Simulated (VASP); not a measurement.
# Ni (Fm-3m) in VASP: a series of runs, part 3 of 3

VASP 6.6.1. The steps go on from the part before.

### 5 Single point, LDA, collinear spin, ferromagnetic start

This run uses another cell than the first one, of 10.04 Å³/atom.

The input, INCAR:

```
ALGO = Normal
EDIFF = 1E-6
ENCUT = 520
GGA = CA
ISIF = 2
ISMEAR = -1
ISPIN = 2
LASPH = T
LCHARG = F
LMAXMIX = 4
LORBIT = 11
LREAL = F
LWAVE = F
MAGMOM = 1
NBANDS = 15
NELM = 150
PREC = Accurate
SIGMA = 0.08
```

The input, KPOINTS:

```
k-points
0
Gamma
  18 18 18
```

The input, POSCAR:

```
Ni
1.0
    0.0000000000      1.7123597426      1.7123597426
    1.7123597426      0.0000000000      1.7123597426
    1.7123597426      1.7123597426      0.0000000000
Ni
1
Direct
    0.0000000000      0.0000000000      0.0000000000
```

Potentials or basis: VASP PAW LDA potentials, release 64 (Ni).

The run is started by

```sh
cat potpaw_LDA.64/Ni/POTCAR > POTCAR
mpirun -np 1 vasp_std > vasp.out
```

OUTCAR:

```text
EDIFF = 1E-6
   ENCUT = 520
   GGA = CA
   ISIF = 2
   ISMEAR = -1
   ISPIN = 2
   LASPH = T
   LORBIT = 11
   LREAL = F
   NELM = 150
   PREC = Accurate

 ion  position               nearest neighbor table
   1  0.000  0.000  0.000-

  LATTYP: Found a face centered cubic cell.
 ALAT       =     3.4247194852

  Lattice vectors:

 A1 = (   0.0000000000,   1.7123597426,   1.7123597426)
 A2 = (   1.7123597426,   0.0000000000,   1.7123597426)
 A3 = (   1.7123597426,   1.7123597426,   0.0000000000)

Analysis of symmetry for initial positions (statically):
=====================================================================
 Subroutine PRICEL returns:
 Original cell was already a primitive cell.

 Routine SETGRP: Setting up the symmetry group for a
 face centered cubic supercell.

 Subroutine GETGRP returns: Found 48 space group operations
 (whereof 48 operations were pure point group operations)
 out of a pool of 48 trial point group operations.

The static configuration has the point symmetry O_h .
[... 630 lines left out ...]
      9      39.1136      0.00000
     10      39.1136      0.00000
     11      42.4971      0.00000
     12      42.4971      0.00000
     13      42.4971      0.00000
     14      45.2764      0.00000
[... 403 lines left out ...]
      4       8.5405      1.00000
      5       9.4166      0.99995
      6       9.7892      0.99453
      7      26.2535      0.00000
      8      33.3666      0.00000
      9      36.8574      0.00000
     10      39.2635      0.00000
     11      41.6480      0.00000
     12      41.8402      0.00000
     13      46.4439      0.00000
     14      47.8126      0.00000
     15      50.9969      0.00000

 [... further k-points ...]

------------------------ aborting loop because EDIFF is reached ----------------------------------------

  FORCE on cell =-STRESS in cart. coord.  units (eV):
  Direction    XX          YY          ZZ          XY          YZ          ZX
  --------------------------------------------------------------------------------------
  -------------------------------------------------------------------------------------
  Total       -0.0117813     -0.0117813     -0.0117813      0.0000000      0.0000000     -0.0000000
  in kB       -1.8797082     -1.8797082     -1.8797082      0.0000000      0.0000000     -0.0000000
  external PRESSURE =      -1.8797082 kB  Pullay stress =       0.0000000 kB

 VOLUME and BASIS-vectors are now :
 -----------------------------------------------------------------------------
  energy-cutoff  :      520.00
  volume of cell :       10.04
      direct lattice vectors                 reciprocal lattice vectors
     0.000000000  1.712359743  1.712359743    -0.291994718  0.291994718  0.291994718
     1.712359743  0.000000000  1.712359743     0.291994718 -0.291994718  0.291994718
     1.712359743  1.712359743  0.000000000     0.291994718  0.291994718 -0.291994718

 POSITION                                       TOTAL-FORCE (eV/Angst)
 -----------------------------------------------------------------------------------
      0.00000      0.00000      0.00000         0.000000     -0.000000     -0.000000
 -----------------------------------------------------------------------------------
    total drift:                               -0.000000     -0.000000     -0.000000

  FREE ENERGIE OF THE ION-ELECTRON SYSTEM (eV)
  ---------------------------------------------------
  free  energy   TOTEN  =        -6.5977406563 eV

  energy  without entropy=       -6.5636641564  energy(sigma->0) =       -6.58070241

 total charge

# of ion       s       p       d       tot
------------------------------------------
    1        0.535   0.571   8.367   9.474

 magnetization (x)

# of ion       s       p       d       tot
------------------------------------------
    1       -0.004  -0.017   0.601   0.579
```

Run time: 71 s. Hardware: 1 thread of Intel Xeon 8259CL, shared host; peak memory 0.15 GiB.

Results:

- Free energy: -6.5977 eV
- Pressure: -0.2 GPa
- Net moment: 0.58 μB per cell
- Site moments: Ni +0.58 μB
- Valence electrons inside the program's atomic spheres: Ni 9.47

### 6 Relaxation of cell and atoms, LDA, collinear spin, ferromagnetic start

This run uses another cell than the first one, of 10.94 Å³/atom.

The input, INCAR:

```
SYSTEM = Ni
PREC     = Accurate       ! precision mode
ENCUT    = 600            ! plane-wave cutoff, eV
EDIFF    = 1E-7           ! SCF threshold, eV
ISMEAR   = -1             ! smearing method
SIGMA    = 0.08           ! smearing width, eV
LREAL    = .FALSE.        ! projectors in reciprocal space
LASPH    = .TRUE.         ! aspherical terms in the spheres
NELM     = 150            ! most SCF steps
ALGO     = Normal         ! electronic algorithm
ISIF     = 3              ! what is computed and relaxed
LWAVE    = .FALSE.        ! write WAVECAR
LCHARG   = .FALSE.        ! write CHGCAR
ISPIN    = 2              ! spin polarisation
MAGMOM   = 1              ! initial moments
LORBIT   = 11             ! projections on sites
LMAXMIX  = 4              ! l up to which the mixer works
GGA      = CA             ! functional
IBRION   = 2              ! ionic algorithm
NSW      = 60             ! ionic steps
EDIFFG   = -0.005         ! ionic threshold
```

The input, KPOINTS:

```
regular mesh
0
G
  18 18 18
  0 0 0
```

The input, POSCAR:

```
Ni
1.0
    0.0000000000      1.7619589070      1.7619589070
    1.7619589070      0.0000000000      1.7619589070
    1.7619589070      1.7619589070      0.0000000000
Ni
1
Direct
    0.0000000000      0.0000000000      0.0000000000
```

Potentials or basis: VASP PAW LDA potentials, release 64 (Ni).

The run is started by

```sh
cat potpaw_LDA.64/Ni/POTCAR > POTCAR
mpirun -np 1 vasp_std > vasp.out
```

It took 3.5 min on 1 thread of Intel Xeon 8259CL, shared host; peak memory 0.17 GiB.

Results (log left out):

```
Free energy                                           : -6.5982 eV
Relaxed volume                                        : 10.03 Å³/atom
Relaxed cell                                          : a = 2.421 Å, b = 2.421 Å, c = 2.421 Å, α = 60.00°, β = 60.00°, γ = 60.00°
Space group after relaxing (to 0.1 Å)                 : Fm-3m (No. 225)
Energy gained by relaxing                             : 54.5 meV/atom
Ionic steps                                           : 4
Pressure after relaxing                               : 0.0 GPa
Net moment                                            : 0.58 μB per cell
Site moments                                          : Ni +0.58 μB
Valence electrons inside the program's atomic spheres : Ni 9.48
```

Step by step:
| step | energy change (eV) | largest force (eV/Å) | pressure (GPa) | volume (Å³) |
| --- | --- | --- | --- | --- |
| 1 | 0.0000 | 0.0000 | -17.66 | 10.94 |
| 2 | 0.0205 | 0.0000 | 29.54 | 9.14 |
| 3 | -0.0545 | 0.0000 | -0.40 | 10.05 |
| 4 | -0.0545 | 0.0000 | 0.04 | 10.03 |

Final structure:
```
CELL_PARAMETERS angstrom
0.00000 1.71172 1.71172
1.71172 0.00000 1.71172
1.71172 1.71172 0.00000
ATOMIC_POSITIONS crystal
Ni 0.00000 0.00000 0.00000
```

Levels at points of the mesh, in eV from the Fermi level:
Spin up:
```tsv
k point	band 1	band 2	band 3	band 4	band 5	band 6	band 7	band 8	band 9	band 10
(0.00, 0.00, 0.00)	-9.55	-2.54	-2.54	-2.54	-1.25	-1.25	24.47	28.88	28.88	28.88
(0.50, 0.00, 0.00)	-5.24	-2.56	-2.56	-0.46	-0.46	-0.39	6.34	22.95	26.02	26.02
(0.50, 0.50, 0.00)	-5.11	-4.56	-0.44	-0.28	-0.28	2.52	10.05	15.56	15.56	20.89
```
Spin down:
```
           k point  band 1  band 2  band 3  band 4  band 5  band 6  band 7  band 8  band 9  band 10
(0.00, 0.00, 0.00)   -9.50   -1.95   -1.95   -1.95   -0.70   -0.70   24.46   28.93   28.93    28.93
(0.50, 0.00, 0.00)   -4.87   -2.02   -2.02   -0.36    0.17    0.17    6.72   22.94   26.13    26.13
(0.50, 0.50, 0.00)   -4.77   -4.07    0.14    0.39    0.39    2.57   10.32   15.63   15.63    21.12
```

### 7 Summary

```tsv
task	cell	cutoff (eV)	gap on the mesh (eV)	pressure (GPa)	moment (μB)
single point	a = 2.321 Å, angles 60.0°, 1 atom	520	none	43.6	0.55
single point	a = 2.372 Å, angles 60.0°, 1 atom	520	none	17.9	0.57
single point	a = 2.422 Å, angles 60.0°, 1 atom	520	none	-0.2	0.58
relaxation of cell and atoms	relaxed from a = 2.492 Å, angles 60.0°, 1 atom	600	none	0.0	0.58
```

Alike in all rows: level LDA; potentials or basis VASP PAW LDA potentials, release 64 (Ni); spin collinear, ferromagnetic start; k mesh 18 × 18 × 18; smearing fermi-dirac 0.08 eV.

Caveats: the cell stands under pressure (at least some runs).

Total energies depend on the potentials used, so only differences within one code and one set of settings carry meaning.
